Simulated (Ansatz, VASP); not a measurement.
## One calculation of TiN, two programs

INCAR

```
SYSTEM = TiN
PREC = Accurate ; ENCUT = 520
EDIFF = 1E-6 ; ISMEAR = 0
SIGMA = 0.1 ; LREAL = .False.
LASPH = .True. ; NELM = 100
ALGO = Normal ; ISIF = 2
LWAVE = .False. ; LCHARG = .False.
GGA = PE ; NBANDS = 16
```

KPOINTS

```
Automatic mesh
0
Gamma
  18 18 18
  0 0 0
```

Contents of POSCAR:

```
TiN
1.0
    0.0000000000      2.1443901449      2.1443901449
    2.1443901449      0.0000000000      2.1443901449
    2.1443901449      2.1443901449      0.0000000000
Ti N
1 1
Direct
    0.0000000000      0.0000000000      0.0000000000
    0.5000000000      0.5000000000      0.5000000000
```

Input for Ansatz:

```yaml
crystal:
  lattice:
    - [0.0, 2.1443901448, 2.1443901448]
    - [2.1443901448, 0.0, 2.1443901448]
    - [2.1443901448, 2.1443901448, 0.0]
  atoms:
    - { symbol: Ti, position: [0.0, 0.0, 0.0] }
    - { symbol: "N", position: [0.5, 0.5, 0.5] }
basis:
  ecutwfc: 420
kpoints:
  mp_grid: { grid: [18, 18, 18] }
hamiltonian:
  xc: pbe
scf:
  occupations: { method: gaussian, width: 0.1 }
output:
  forces: true
  stress: true
  eigenvalues: true
```

Alike in both runs: task single point; functional PBE; k mesh 18 × 18 × 18; occupations gaussian, width 0.1 eV; no spin polarisation.

|  | VASP | Ansatz |
| --- | --- | --- |
| version | VASP 6.6.1 | Ansatz 0.2.0 |
| potentials or method | VASP PAW PBE potentials, release 64 (Ti_sv, N), cutoff 520 eV | scalar-relativistic, plane waves, PAW |
| valence electrons in the cell | 17 | 17 |

VASP gave:

```
gap on the k mesh at the Fermi level (eV) : none
pressure (GPa)                            : -7.3
```

Question: Which values does Ansatz return?

Answer: gap on the k mesh at the Fermi level (eV): none; pressure (GPa): -7.7.

A gap of «none» marks a metal or a gap that the smearing closes.
